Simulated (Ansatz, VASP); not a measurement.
# Se: VASP beside Ansatz

INCAR

```
SYSTEM = Se
PREC = Accurate ; ENCUT = 520
EDIFF = 1E-6 ; ISMEAR = -1
SIGMA = 0.1 ; LREAL = .False.
LASPH = .True. ; NELM = 60
ALGO = Normal ; ISIF = 2
LWAVE = .False. ; LCHARG = .False.
GGA = RE ; NBANDS = 13
```

The input KPOINTS:

```
regular mesh
0
Gamma
  11 11 9
  0 0 0
```

Contents of POSCAR:

```
Se
1.0
    3.5991834236      0.0000000000      0.0000000000
   -1.7995917118      3.1169842777      0.0000000000
    0.0000000000      0.0000000000      3.7501473998
Se
2
Direct
    0.3333333333      0.6666666667      0.2500000000
    0.6666666667      0.3333333333      0.7500000000
```

Input for Ansatz:

```yaml
crystal:
  lattice:
    - [3.5991834236, 0.0, 0.0]
    - [-1.7995917118, 3.1169842777, 0.0]
    - [0.0, 0.0, 3.7501473998]
  atoms:
    - { symbol: Se, position: [0.3333333333, 0.6666666667, 0.25] }
    - { symbol: Se, position: [0.6666666667, 0.3333333333, 0.75] }
hamiltonian:
  xc: revpbe
  pseudopotentials:
    kind: paw
    azcp:
      Se: "pseudopotentials/Se.paw.azcp"
basis:
  ecutwfc: 420
  fft_grid_basis: typed
kpoints:
  mp_grid: { grid: [11, 11, 9], shift: [0, 0, 0] }
magnetization:
  spin_polarized: false
scf:
  occupations: { method: fermi_dirac, width: 0.1 }
  lower_state_search: "off"
output:
  stress: true
```

Alike in both runs: task single point; functional revPBE; k mesh 11 × 11 × 9; occupations fermi-dirac, width 0.1 eV; no spin polarisation.

```csv
,VASP,Ansatz
version,VASP 6.6.1,Ansatz 0.2.0
potentials or method,"VASP PAW PBE potentials, release 64 (Se), cutoff 520 eV","plane waves (420 eV) with PAW, scalar-relativistic"
valence electrons in the cell,12,32
```

VASP gave:

- pressure (GPa): 6.0
- traceless stress, the component that is largest in VASP (GPa): 1.72

Task: Which values does Ansatz return?

Result: Pressure (GPa): 6.0; traceless stress, the component that is largest in VASP (GPa): 1.71.

VASP's potentials were made for PBE, not for revPBE. With one functional, cell and mesh, what is left measures potentials, basis and numerics. VASP's potentials hold 12 valence electrons a cell and Ansatz's 32, so a difference there can come from the potentials and not from the codes.
